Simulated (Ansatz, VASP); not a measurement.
## Two plane-wave programs on Ti

```xyz
1
Lattice="-1.7020 1.7020 1.5794 1.7020 -1.7020 1.5794 1.7020 1.7020 -1.5794" Properties=species:S:1:pos:R:3 pbc="T T T"
Ti    0.0000    0.0000    0.0000
```

Alike in both runs: task single point; functional PBEsol; k mesh 22 × 22 × 22; occupations gaussian, width 0.15 eV; no spin polarisation.

```csv
,VASP,Ansatz
version,VASP 6.6.1,Ansatz 0.2.0
potentials or method,"VASP PAW PBE potentials, release 64 (Ti_sv), cutoff 520 eV","scalar-relativistic, plane waves, PAW"
valence electrons in the cell,12,12
```

Ansatz gave:

| Property | Result |
| --- | --- |
| gap on the k mesh at the Fermi level (eV) | none |
| pressure (GPa) | -9.5 |
| traceless stress, the component that is largest in VASP (GPa) | -1.44 |

**Question.** What did VASP give for the same quantities?

**Answer.** gap on the k mesh at the Fermi level (eV): none; pressure (GPa): -9.7; traceless stress, the component that is largest in VASP (GPa): -1.45.

VASP's potentials were made for PBE, not for PBEsol, and Ansatz warns of the same on its side. A gap of «none» marks a metal or a gap that the smearing closes.
